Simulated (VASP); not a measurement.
# SiC (P6_3mc) in VASP: further runs, part 2 of 2

VASP 6.6.1. The steps go on from the part before.

**3. Dielectric tensor, r2SCAN**

The input, INCAR:

```
SYSTEM = SiC
ALGO     = Normal         ! electronic algorithm
EDIFF    = 1E-8           ! SCF threshold, eV
ENCUT    = 520            ! plane-wave cutoff, eV
ISIF     = 2              ! what is computed and relaxed
ISMEAR   = 0              ! smearing method
LASPH    = .TRUE.         ! aspherical terms in the spheres
LCALCEPS = .TRUE.       
LCHARG   = .FALSE.        ! write CHGCAR
LMIXTAU  = .TRUE.       
LREAL    = .FALSE.        ! projectors in reciprocal space
LWAVE    = .FALSE.        ! write WAVECAR
METAGGA  = R2SCAN         ! meta-GGA
NELM     = 80             ! most SCF steps
PREC     = Accurate       ! precision mode
SIGMA    = 0.01           ! smearing width, eV
```

The input, KPOINTS:

```
k-points
0
G
  9 9 4
  0 0 0
```

The input, POSCAR:

```
SiC
1.0
    3.0753562471      0.0000000000      0.0000000000
   -1.5376781236      2.6633366356      0.0000000000
    0.0000000000      0.0000000000      5.0481080958
Si C
2 2
Direct
    0.3333333333      0.6666666667     -0.0004084052
    0.6666666667      0.3333333333      0.4995915948
    0.3333333333      0.6666666667      0.3754084052
    0.6666666667      0.3333333333      0.8754084052
```

Potentials or basis: VASP PAW PBE potentials, release 64 (Si, C).

On the command line:

```console
$ cat potpaw_PBE.64/Si/POTCAR potpaw_PBE.64/C/POTCAR > POTCAR
$ mpirun -np 1 vasp_std > vasp.out
```

OUTCAR:

```text
SYSTEM = SiC
   EDIFF = 1E-8
   ENCUT = 520
   ISIF = 2
   ISMEAR = 0
   LASPH = .TRUE.
   LREAL = .FALSE.
   METAGGA = R2SCAN
   NELM = 80
   PREC = Accurate

 ion  position               nearest neighbor table
   1  0.333  0.667  1.000-   4 1.88   4 1.88   4 1.88   3 1.90   2 3.09   2 3.09   2 3.09   2 3.09
                             2 3.09   2 3.09
   2  0.667  0.333  0.500-   3 1.88   3 1.88   3 1.88   4 1.90   1 3.09   1 3.09   1 3.09   1 3.09
                             1 3.09   1 3.09
   3  0.333  0.667  0.375-   2 1.88   2 1.88   2 1.88   1 1.90
   4  0.667  0.333  0.875-   1 1.88   1 1.88   1 1.88   2 1.90

[... 612 lines left out ...]
  -------------------------------------------------------------------------------------
  Total       -0.0484226     -0.0484226     -0.0456641      0.0000000     -0.0000000      0.0000000
  in kB       -1.8763256     -1.8763256     -1.7694379      0.0000000     -0.0000000      0.0000000
  external PRESSURE =      -1.8406964 kB  Pullay stress =       0.0000000 kB

 VOLUME and BASIS-vectors are now :
 -----------------------------------------------------------------------------
  energy-cutoff  :      520.00
  volume of cell :       41.35
      direct lattice vectors                 reciprocal lattice vectors
     3.075356247  0.000000000  0.000000000     0.325165581  0.187734436  0.000000000
    -1.537678124  2.663336636  0.000000000     0.000000000  0.375468871  0.000000000
     0.000000000  0.000000000  5.048108096     0.000000000  0.000000000  0.198094015

 POSITION                                       TOTAL-FORCE (eV/Angst)
 -----------------------------------------------------------------------------------
     -0.00000      1.77556      5.04605         0.000000      0.000000     -0.000145
      1.53768      0.88778      2.52199        -0.000000     -0.000000     -0.000145
     -0.00000      1.77556      1.89510        -0.000000     -0.000000      0.000145
      1.53768      0.88778      4.41916        -0.000000     -0.000000      0.000145
 -----------------------------------------------------------------------------------
    total drift:                               -0.000000     -0.000000      0.000399

  FREE ENERGIE OF THE ION-ELECTRON SYSTEM (eV)
  ---------------------------------------------------
  free  energy   TOTEN  =       -38.6369215025 eV

  energy  without entropy=      -38.6369215025  energy(sigma->0) =      -38.63692150
```

OSZICAR:

```text
N       E                     dE             d eps       ncg     rms          rms(c)
DAV:   1     0.258364470316E+02    0.25836E+02   -0.77664E+03   864   0.124E+03
DAV:   2    -0.415626157195E+02   -0.67399E+02   -0.60981E+02  1232   0.192E+02
[... 13 lines left out ...]
DMP:  10    -0.386369213491E+02   -0.64123E-07   -0.84194E-07   900   0.171E-06   0.761E-07
DMP:  11    -0.386369214152E+02   -0.66083E-07   -0.58806E-07   900   0.937E-07   0.103E-06
DMP:  12    -0.386369214609E+02   -0.45683E-07   -0.34800E-07   900   0.483E-07   0.744E-07
DMP:  13    -0.386369214867E+02   -0.25793E-07   -0.17750E-07   900   0.223E-07   0.424E-07
DMP:  14    -0.386369214985E+02   -0.11789E-07   -0.73601E-08   900   0.880E-08   0.185E-07
DMP:  15    -0.386369215025E+02   -0.39846E-08   -0.24064E-08   900   0.336E-08   0.512E-08
   1 F= -.38636922E+02 E0= -.38636922E+02  d E =-.187188E-16
```

stdout:

```text
POSCAR found type information on POSCAR SiC
 POSCAR found :  2 types and       4 ions
 scaLAPACK will be used
 -----------------------------------------------------------------------------
|                                                                             |
|                                                                             |
[... 115 lines left out ...]
 p_tot=(  0.117E-09 -0.278E-09  0.150E+02 )
dp_tot=(  0.306E-08 -0.490E-08  0.136E-01 )  diag[e(oo)]=(    ---      ---    6.94024 )
 p_tot=(  0.784E-10 -0.425E-09  0.150E+02 )
dp_tot=(  0.302E-08 -0.505E-08  0.136E-01 )  diag[e(oo)]=(    ---      ---    6.95393 )
 p_tot=(  0.177E-10 -0.465E-09  0.150E+02 )
dp_tot=(  0.296E-08 -0.509E-08  0.136E-01 )  diag[e(oo)]=(    ---
```

Wall time 14 min (1 thread of Intel Xeon 6975P-C (Granite Rapids), shared host); peak memory 0.43 GiB.

What came out:

| Property | Result |
| --- | --- |
| Band gap on the k mesh | 2.66 eV (least direct gap 4.52 eV) |
| Electronic dielectric tensor (diagonal) | 6.45, 6.45, 6.77 |
| Born charges (mean of the diagonal) | Si +2.72; C -2.72 e |

Levels at points of the mesh, in eV from the valence-band top:
| k point | band 4 | band 5 | band 6 | band 7 | band 8 | band 9 | band 10 | band 11 | band 12 |
| --- | --- | --- | --- | --- | --- | --- | --- | --- | --- |
| (0.00, 0.00, 0.00) | -1.39 | -1.39 | -0.11 | 0.00 | 0.00 | 5.38 | 6.78 | 7.19 | 7.19 |
| (0.00, 0.00, 0.50) | -4.62 | -0.75 | -0.75 | -0.75 | -0.75 | 6.50 | 6.50 | 7.89 | 7.89 |

Electronic dielectric tensor:
```
6.45 0.00 0.00
0.00 6.45 0.00
0.00 0.00 6.77
```

Born effective charge tensors (e):
atom 1, Si
```
2.66 0.00 0.00
0.00 2.66 0.00
0.00 0.00 2.85
```
atom 2, Si
```
2.66 0.00 0.00
0.00 2.66 0.00
0.00 0.00 2.85
```
atom 3, C
```
-2.66  0.00  0.00
 0.00 -2.66  0.00
 0.00  0.00 -2.85
```
atom 4, C
```
-2.66  0.00  0.00
 0.00 -2.66  0.00
 0.00  0.00 -2.85
```

Dipole moments of the cell (e·Å, modulo the quantum): ionic 0.000, 0.000, 15.144; electronic 0.000, 0.000, -0.104

Caveat: the PAW data sets were made with another functional, which shifts forces and pressure a little; an odd mesh through Γ misses points on the zone boundary, where band edges can lie.
